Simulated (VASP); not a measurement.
# CdSiN2 (P-4m2) in VASP: single point with HSE06

Aim: the single point of CdSiN2 with HSE06.

Everything below comes from runs of VASP 6.6.1. Logs are shortened: lines on timing, memory, paths and dates and some standing lists are left out, and cuts for length are marked.

## (1) The cell of the first run

It takes space group P-4m2 (No. 115, tetragonal). Conventional cell: a = 3.034 Å, b = 3.034 Å, c = 5.110 Å, α = 90.00°, β = 90.00°, γ = 90.00°. Within 2.9 Å of Cd (site symmetry -4m2) lie 4 N at 2.23 Å. N (site symmetry 2mm) has 2 Si at 1.77 Å and 2 Cd at 2.23 Å within 2.4 Å. Within 2.4 Å of Si (site symmetry -4m2) lie 4 N at 1.77 Å.

## (2) Single point, HSE06

File POSCAR:

```
CdSiN2
1.0
    3.0339884445      0.0000000000      0.0000000000
    0.0000000000      3.0339884445      0.0000000000
    0.0000000000      0.0000000000      5.1102333328
Cd N Si
1 2 1
Direct
    0.0000000000      0.0000000000      0.0000000000
    0.0000000000      0.5000000000      0.3197391373
    0.5000000000      0.0000000000      0.6802608627
    0.5000000000      0.5000000000      0.5000000000
```

File INCAR.step1:

```
SYSTEM = CdSiN2
ALGO = Normal ; EDIFF = 1E-5
ENCUT = 520 ; GGA = PE
GGA_COMPAT = .FALSE. ; ISIF = 2
ISMEAR = 0 ; LASPH = .TRUE.
LCHARG = .FALSE. ; LREAL = .FALSE.
LWAVE = .TRUE. ; NBANDS = 25
NELM = 120 ; PREC = Accurate
SIGMA = 0.01
```

File INCAR.step2:

```
SYSTEM = CdSiN2
ALGO = Normal ; EDIFF = 1E-6
ENCUT = 520 ; GGA = PE
GGA_COMPAT = .FALSE. ; HFSCREEN = 0.2079
ISIF = 2 ; ISMEAR = 0
ISTART = 1 ; LASPH = .TRUE.
LCHARG = .FALSE. ; LHFCALC = .TRUE.
LREAL = .FALSE. ; LWAVE = .FALSE.
NBANDS = 25 ; NELM = 120
PREC = Accurate ; PRECFOCK = Normal
SIGMA = 0.01
```

File KPOINTS:

```
k-points
0
G
  4 4 2
  0 0 0
```

Potentials or basis: VASP PAW PBE potentials, release 64 (Cd_sv_GW, N, Si).

Command:

```bash
> cat potpaw_PBE.64/Cd_sv_GW/POTCAR potpaw_PBE.64/N/POTCAR potpaw_PBE.64/Si/POTCAR > POTCAR
> cp INCAR.step1 INCAR
> mpirun -np 1 vasp_std > vasp.out
> cp INCAR.step2 INCAR
> mpirun -np 1 vasp_std > vasp.out
```

OUTCAR:

```text
SYSTEM = CdSiN2
   EDIFF = 1E-6
   ENCUT = 520
   GGA = PE
   HFSCREEN = 0.2079
   ISIF = 2
   ISMEAR = 0
   ISTART = 1
   LASPH = .TRUE.
   LHFCALC = .TRUE.
   LREAL = .FALSE.
   NELM = 120
   PREC = Accurate
   PRECFOCK = Normal

 ion  position               nearest neighbor table
   1  0.000  0.000  0.000-
   2  0.000  0.500  0.320-   4 1.77   4 1.77
   3  0.500  0.000  0.680-   4 1.77   4 1.77
   4  0.500  0.500  0.500-   2 1.77   3 1.77   3 1.77   2 1.77

  LATTYP: Found a simple tetragonal cell.
 ALAT       =     3.0339884445
 C/A-ratio  =     1.6843285419

  Lattice vectors:

 A1 = (   3.0339884445,   0.0000000000,   0.0000000000)
 A2 = (   0.0000000000,   3.0339884445,   0.0000000000)
 A3 = (   0.0000000000,   0.0000000000,   5.1102333328)

Analysis of symmetry for initial positions (statically):
=====================================================================
 Subroutine PRICEL returns:
 Original cell was already a primitive cell.

 Routine SETGRP: Setting up the symmetry group for a
 simple tetragonal supercell.

 Subroutine GETGRP returns: Found  8 space group operations
 (whereof  8 operations were pure point group operations)
 out of a pool of 16 trial point group operations.

The static configuration has the point symmetry D_2d.

Analysis of symmetry for dynamics (positions and initial velocities):
=====================================================================
 Subroutine PRICEL returns:
 Original cell was already a primitive cell.

 Routine SETGRP: Setting up the symmetry group for a
 simple tetragonal supercell.

 Subroutine GETGRP returns: Found  8 space group operations
 (whereof  8 operations were pure point group operations)
 out of a pool of 16 trial point group operations.

The dynamic configuration has the point symmetry D_2d.

 Subroutine INISYM returns: Found  8 space group operations
 (whereof  8 operations are pure point group operations),
 and found     1 'primitive' translations

----------------------------------------------------------------------------------------

                                     Primitive cell
[... 83 lines left out ...]
   LREAL  =      F    real-space projection
   EDIFFG = 0.1E-04   stopping-criterion for IOM
   NSW    =      0    number of steps for IOM
   IBRION =     -1    ionic relax: 0-MD 1-quasi-New 2-CG
   NFREE  =      0    steps in history (QN), initial steepest desc. (CG)
   ISIF   =      2    stress and relaxation
   ISYM   =      3    0-nonsym 1-usesym 2-fastsym
   POTIM  = 0.5000    time-step for ionic-motion
   TEBEG  =    0.0;   TEEND  =   0.0 temperature during run
   PSTRESS=    0.0 pullay stress
   NELECT =      34.0000    total number of electrons
   NUPDOWN=      -1.0000    fix difference up-down
   EMIN   =  10.00;   EMAX   =-10.00  energy-range for DOS
   EFERMI =   0.00;   METHOD = LEGACY
   ISMEAR =     0;   SIGMA  =   0.01  broadening in eV -4-tet -1-fermi 0-gaus
   EFERMI_NEDOS =   21; number of points for ismear=-14 and -15
   IALGO  =     38    algorithm
   IMIX   =      1    mixing-type and parameters
     AMIX     =   0.40;   BMIX     =  1.00
     AMIX_MAG =   1.60;   BMIX_MAG =  1.00
  volume/ion in A,a.u.               =      11.76        79.36
  Fermi-wavevector in a.u.,A,eV,Ry     =   1.469191  2.776369 29.368480  2.158522
  Thomas-Fermi vector in A             =   2.584598
   LORBIT       =      0    0 simple, 1 ext, 2 COOP (PROOUT), +10 PAW based schemes
   GGA     = PE    functional components
   LHFCALC =     T    Hartree Fock is set to
   PRECFOCK=normal    Normal, Fast or Accurate (Low or Medium for compatibility)
   ENCUT4O =  -1.0   cutoff for four orbital integrals eV
   NKREDX  =     1    reduce k-point grid by
   NKREDY  =     1    reduce k-point grid by
   NKREDZ  =     1    reduce k-point grid by
   AEXX    =    0.2500 exact exchange contribution
   HFSCREEN=    0.2079 screening length (either q_TF or 0.3 A-1)
   HFSCREENC=   0.2079 screening length for correlation (either q_TF or 0.3 A-1)
   ENCUTFOCK=  -1.0 apply spherical cutoff to Coloumb kernel
   IVDW    =     0    specifies the selected vdW correction
   LEPSILON=     F    determine dielectric tensor
   LRPA    =     F    only Hartree local field effects (RPA)
 non-spin polarized calculation
 Gauss-broadening in eV      SIGMA  =   0.01
  energy-cutoff  :      520.00
  volume of cell :       47.04
 maximum number of plane-waves:      1288
 NGX is ok and might be reduce to    24
  NGX = 18; NGY = 18; NGZ = 30

 number of electron      33.9999986 magnetization

 Free energy of the ion-electron system (eV)
  ---------------------------------------------------
  ext. energy  EPLUGINS =         0.00000000
  ---------------------------------------------------
  free energy    TOTEN  =       -29.54572620 eV

  energy without entropy =      -29.54572620  energy(sigma->0) =      -29.54572620

 E-fermi :   6.0811     XC(G=0):  -9.4780

 val. band max:        5.9888653640   @ k =   0.5000   0.0000   0.5000
 cond. band min:       8.4076030470   @ k =   0.0000   0.0000   0.0000
 fundamental gap:      2.4187376830
 Fermi energy:         6.0811249840

 k-point     1 :       0.0000    0.0000    0.0000
  band No.  band energies     occupation
      1    -100.4830      2.00000
      2     -60.2676      2.00000
      3     -60.2676      2.00000
      4     -60.1062      2.00000
      5     -12.5055      2.00000
      6      -9.3342      2.00000
[... 325 lines left out ...]
     24      17.0972      0.00000
     25      19.6305      0.00000

------------------------ aborting loop because EDIFF is reached ----------------------------------------

  FORCE on cell =-STRESS in cart. coord.  units (eV):
  Direction    XX          YY          ZZ          XY          YZ          ZX
  --------------------------------------------------------------------------------------
  -------------------------------------------------------------------------------------
  Total       -0.5917403     -0.5917403     -1.0391212      0.0000000      0.0000000      0.0000000
  in kB      -20.1545524    -20.1545524    -35.3922516      0.0000000      0.0000000      0.0000000
  external PRESSURE =     -25.2337854 kB  Pullay stress =       0.0000000 kB

 VOLUME and BASIS-vectors are now :
 -----------------------------------------------------------------------------
  energy-cutoff  :      520.00
  volume of cell :       47.04
      direct lattice vectors                 reciprocal lattice vectors
     3.033988444  0.000000000  0.000000000     0.329599146  0.000000000  0.000000000
     0.000000000  3.033988444  0.000000000     0.000000000  0.329599146  0.000000000
     0.000000000  0.000000000  5.110233333     0.000000000  0.000000000  0.195685781

 POSITION                                       TOTAL-FORCE (eV/Angst)
 -----------------------------------------------------------------------------------
      0.00000      0.00000      0.00000         0.000000     -0.000000      0.000000
      0.00000      1.51699      1.63394        -0.000000     -0.000000     -0.041560
      1.51699      0.00000      3.47629        -0.000000     -0.000000      0.041560
      1.51699      1.51699      2.55512        -0.000000      0.000000      0.000000
 -----------------------------------------------------------------------------------
    total drift:                               -0.000006      0.000001      0.000038

  FREE ENERGIE OF THE ION-ELECTRON SYSTEM (eV)
  ---------------------------------------------------
  free  energy   TOTEN  =       -29.5457261993 eV

  energy  without entropy=      -29.5457261993  energy(sigma->0) =      -29.54572620
```

OUTCAR.step1:

```text
SYSTEM = CdSiN2
   EDIFF = 1E-5
   ENCUT = 520
   GGA = PE
   ISIF = 2
[... 552 lines left out ...]
      0.00000      0.00000      0.00000         0.000000     -0.000000      0.000000
      0.00000      1.51699      1.63394         0.000000     -0.000000     -0.036593
      1.51699      0.00000      3.47629         0.000000     -0.000000      0.036593
      1.51699      1.51699      2.55512        -0.000000      0.000000      0.000000
 -----------------------------------------------------------------------------------
    total drift:                                0.000000      0.000000      0.000000

  FREE ENERGIE OF THE ION-ELECTRON SYSTEM (eV)
  ---------------------------------------------------
  free  energy   TOTEN  =       -24.3633087481 eV

  energy  without entropy=      -24.3633087481  energy(sigma->0) =      -24.36330875
```

Wall time 18 min (1 thread of Intel Xeon Platinum 8259CL at 2.50GHz (Skylake/Cascade Lake), shared host); peak memory 0.3 GiB.

Results:

- Free energy: -29.5457 eV
- Pressure: -2.5 GPa
- Largest force: 0.042 eV/Å
- Band gap on the k mesh: 2.42 eV (least direct gap 2.43 eV)

Forces in eV/Å, atoms in the order of the input:
```
Cd   0.000  0.000  0.000
N    0.000  0.000 -0.042
N    0.000  0.000  0.042
Si   0.000  0.000  0.000
```

Levels at points of the mesh, in eV from the valence-band top:
| k point | band 14 | band 15 | band 16 | band 17 | band 18 | band 19 | band 20 | band 21 |
| --- | --- | --- | --- | --- | --- | --- | --- | --- |
| (0.00, 0.00, 0.00) | -4.17 | -2.46 | -0.01 | -0.01 | 2.42 | 5.71 | 7.92 | 12.45 |
| (0.50, 0.00, 0.00) | -3.36 | -3.33 | -3.15 | -0.10 | 5.41 | 6.80 | 6.92 | 11.07 |
| (0.50, 0.50, 0.00) | -4.12 | -2.59 | -2.59 | -1.76 | 4.09 | 4.09 | 8.29 | 8.53 |
| (0.00, 0.00, 0.50) | -3.80 | -3.80 | -0.50 | -0.50 | 5.10 | 5.43 | 5.66 | 9.66 |
| (0.50, 0.00, 0.50) | -3.35 | -1.88 | -1.39 | 0.00 | 4.47 | 5.47 | 7.73 | 10.68 |
| (0.50, 0.50, 0.50) | -4.55 | -3.48 | -3.48 | -1.94 | 6.92 | 6.92 | 9.02 | 9.02 |

Caveat: the k points lie up to 0.61 Å⁻¹ apart; the PAW data sets were made with another functional, which shifts forces and pressure a little. A k mesh can miss the band edges.
